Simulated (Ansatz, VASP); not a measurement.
Rh: VASP beside Ansatz

```
Rh
1.0
     2.64905    0.00000    0.00000
    -1.32452    2.29414    0.00000
     0.00000    0.00000    4.42849
Rh
2
Direct
  0.66667 0.33333 0.75000
  0.33333 0.66667 0.25000
```

Change from the starting cell: strain -0.030 along x and y, +0.000 along z, atoms carried along.

Alike in both runs: task single point; functional PBEsol; k mesh 21 × 21 × 12; occupations gaussian, width 0.15 eV; no spin polarisation.

|  | VASP | Ansatz |
| --- | --- | --- |
| version | VASP 6.6.1 | Ansatz 0.2.0 |
| potentials or method | VASP PAW PBE potentials, release 64 (Rh_pv), cutoff 520 eV | scalar-relativistic, plane waves, PAW |
| valence electrons in the cell | 30 | 34 |

Ansatz gave:

```
gap on the k mesh at the Fermi level (eV)                     : none
pressure (GPa)                                                : 2.4
traceless stress, the component that is largest in VASP (GPa) : -7.07
```

What did VASP give for the same quantities?

gap on the k mesh at the Fermi level (eV): none; pressure (GPa): 2.3; traceless stress, the component that is largest in VASP (GPa): -7.08.

VASP's potentials were made for PBE, not for PBEsol. A gap of «none» marks a metal or a gap that the smearing closes. VASP's potentials hold 30 valence electrons a cell and Ansatz's 34, so a difference there can come from the potentials and not from the codes.
